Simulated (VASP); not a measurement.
Input of a VASP 6.6.1 run:

The input INCAR:

```
SYSTEM = P
PREC     = Accurate       ! precision mode
ENCUT    = 520            ! plane-wave cutoff, eV
EDIFF    = 1E-7           ! SCF threshold, eV
ISMEAR   = 0              ! smearing method
SIGMA    = 0.1            ! smearing width, eV
LREAL    = .False.        ! projectors in reciprocal space
LASPH    = .True.         ! aspherical terms in the spheres
NELM     = 100            ! most SCF steps
ALGO     = Normal         ! electronic algorithm
ISIF     = 2              ! what is computed and relaxed
LWAVE    = .False.        ! write WAVECAR
LCHARG   = .False.        ! write CHGCAR
GGA      = PS             ! functional
IVDW     = 12             ! dispersion correction
NBANDS   = 12             ! bands
```

File KPOINTS:

```
regular mesh
0
Gamma
  21 21 21
  0 0 0
```

POSCAR

```
P
1.0
    1.1040912182      0.6374473620      3.5422980906
   -1.1040912182      0.6374473620      3.5422980906
    0.0000000000     -1.2748947241      3.5422980906
P
2
Direct
    0.2500000000      0.2500000000      0.2500000000
    0.7500000000      0.7500000000      0.7500000000
```

Potentials or basis: VASP PAW PBE potentials, release 64 (P).

The run is started by

```console
$ cat potpaw_PBE.64/P/POTCAR > POTCAR
$ mpirun -np 1 vasp_std > vasp.out
```

Task: Estimate the dispersion energy per atom.

Result: -0.768 eV.

Task: Predict the band gap on the k mesh.

Result: Zero (bands 5 and 6 overlap by 15.48 eV).

Task: Estimate the pressure.

Result: 199.1 GPa.

Stress tensor (GPa, compression positive):
```
199.16   0.00   0.00
  0.00 199.16   0.00
  0.00   0.00 199.09
```

Caveat: the cell stands under pressure; the PAW data sets were made with another functional, which shifts forces and pressure a little.
